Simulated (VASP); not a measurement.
# KBr: single point with PBE

The system is KBr.

```
CELL_PARAMETERS angstrom
0.00000 3.30000 3.30000
3.30000 0.00000 3.30000
3.30000 3.30000 0.00000
ATOMIC_POSITIONS crystal
Br 0.50000 0.50000 0.50000
K 0.00000 0.00000 0.00000
```

```json
{
  "Program": "VASP 6.6.1",
  "Task": "single point",
  "Functional": "PBE",
  "Potentials or basis": "VASP PAW PBE potentials, release 64 (Br, K_sv)",
  "Cutoff": "520 eV",
  "k mesh": "7 × 7 × 7",
  "Occupations": "gaussian, width 0.025 eV",
  "Spin": "no spin polarisation"
}
```

```yaml
Pressure: 0.8 GPa
Band_gap_on_the_k_mesh: 4.43 eV, direct
```

Levels at points of the mesh, in eV from the valence-band top:
| k point | band 5 | band 6 | band 7 | band 8 | band 9 | band 10 | band 11 | band 12 |
| --- | --- | --- | --- | --- | --- | --- | --- | --- |
| (0.00, 0.00, 0.00) | -11.26 | 0.00 | 0.00 | 0.00 | 4.43 | 7.60 | 7.60 | 7.60 |

It took 61 s on 1 thread of AMD EPYC 7571, with other jobs on the host, peak memory 0.18 GiB.

A k mesh can miss the band edges. As with any semilocal functional, this PBE gap is likely too small.
